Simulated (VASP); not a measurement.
Here is a VASP 6.6.1 calculation.

File POSCAR:

```
Ta
1.0
    0.0000000000      2.1201070597      2.1201070597
    2.1201070597      0.0000000000      2.1201070597
    2.1201070597      2.1201070597      0.0000000000
Ta
1
Direct
    0.0000000000      0.0000000000      0.0000000000
```

File INCAR.step1:

```
PREC = Accurate
ENCUT = 520
ISMEAR = -1
SIGMA = 0.08
LREAL = F
LASPH = T
NELM = 100
NBANDS = 12
GGA = PE
ALGO = Normal
EDIFF = 1E-4
LWAVE = T
LCHARG = F
```

File INCAR.step2:

```
PREC = Accurate
ENCUT = 520
EDIFF = 1E-8
ISMEAR = -1
SIGMA = 0.08
LREAL = F
LASPH = T
NELM = 100
ALGO = Normal
ISIF = 2
LWAVE = F
LCHARG = F
METAGGA = R2SCAN
LMIXTAU = T
LEFG = T
NBANDS = 12
ISTART = 1
```

Contents of KPOINTS:

```
regular mesh
0
Gamma
  14 14 14
```

Potentials or basis: VASP PAW PBE potentials, release 64 (Ta_pv).

The run is started by

```console
$ cat potpaw_PBE.64/Ta_pv/POTCAR > POTCAR
$ cp INCAR.step1 INCAR
$ mpirun -np 1 vasp_std > vasp.out
$ cp INCAR.step2 INCAR
$ mpirun -np 1 vasp_std > vasp.out
```

Q: Estimate the band gap on the k mesh.

A: Zero (an odd number of electrons rules out a gap without spin polarisation).

Q: Predict the pressure.

A: -3.9 GPa.

Caveat: the cell stands under tension; the PAW data sets were made with another functional, which shifts forces and pressure a little; spin-orbit coupling is left out, which moves the levels of the heavy elements.
